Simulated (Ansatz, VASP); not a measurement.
## InAs: VASP beside Ansatz

```xyz
2
Lattice="0.0000 3.0290 3.0593 3.0290 0.0000 3.0593 3.0290 3.0290 0.0000" Properties=species:S:1:pos:R:3 pbc="T T T"
In    0.0000    0.0000    0.0000
As    1.5145    1.5145    1.5296
```

Change from the starting cell: z stretched by +1 %, ions relaxed.

Alike in both runs: functional PBE; k mesh 13 × 13 × 13; occupations fermi-dirac, width 0.05 eV; no spin polarisation.

Ansatz relaxed the structure, and its values are those at the end. VASP's run is a single point on that final structure, the one shown.

|  | VASP | Ansatz |
| --- | --- | --- |
| version | VASP 6.6.1 | Ansatz 0.2.0 |
| potentials or method | VASP PAW PBE potentials, release 64 (In_d, As) | plane-wave PAW, scalar-relativistic |
| plane-wave cutoff (eV) | 520 | 420 |
| valence electrons in the cell | 18 | 28 |

VASP gave:

```
pressure (GPa) : 3.0
```

**Question.** What did Ansatz give for the same quantities?

**Answer.** Pressure (GPa): 2.9.

With one functional, cell and mesh, what is left measures potentials, basis and numerics. VASP's potentials hold 18 valence electrons a cell and Ansatz's 28, so a difference there can come from the potentials and not from the codes. Ansatz's warnings: stress scf threshold loose.
